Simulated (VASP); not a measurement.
Here is a VASP 6.6.1 calculation.

Contents of INCAR:

```
ALGO = Normal
EDIFF = 1E-7
EDIFFG = -0.01
ENCUT = 600
GGA = PS
IBRION = 2
ISIF = 3
ISMEAR = -1
LASPH = True
LCHARG = False
LREAL = False
LWAVE = False
NELM = 80
NSW = 100
PREC = Accurate
SIGMA = 0.03
```

Contents of KPOINTS:

```
k-points
0
Gamma
  6 6 6
```

POSCAR

```
PtSe2
1.0
    0.0000000000      3.2655923200      3.2655923200
    3.2655923200      0.0000000000      3.2655923200
    3.2655923200      3.2655923200      0.0000000000
Pt Se
1 2
Direct
    0.0000000000      0.0000000000      0.0000000000
    0.7500000000      0.7500000000      0.7500000000
    0.2500000000      0.2500000000      0.2500000000
```

Potentials or basis: VASP PAW PBE potentials, release 64 (Pt, Se).

Command:

```bash
$ cat potpaw_PBE.64/Pt/POTCAR potpaw_PBE.64/Se/POTCAR > POTCAR
$ mpirun -np 1 vasp_std > vasp.out
```

Question: Estimate the relaxed cell.

Answer: a = 4.386 Å, b = 4.386 Å, c = 4.386 Å, α = 60.00°, β = 60.00°, γ = 60.00°.

Question: What does it give for the band gap on the k mesh?

Answer: Zero (band 11 reaches 7.72 eV, above the bottom of band 12 at 7.21 eV).

Question: What does it give for the space group after relaxing (to 0.05 Å)?

Answer: Fm-3m (No. 225).

Step by step:
```csv
step,energy change (eV),largest force (eV/Å),pressure (GPa),volume (Å³)
1,0.0000,0.0000,-13.28,69.65
2,0.0031,0.0000,23.36,52.00
3,-0.4844,0.0000,-0.44,59.83
4,-0.4847,0.0000,-0.06,59.64
```

Caveat: the PAW data sets were made with another functional, which shifts forces and pressure a little; spin-orbit coupling is left out, which moves the levels of the heavy elements.
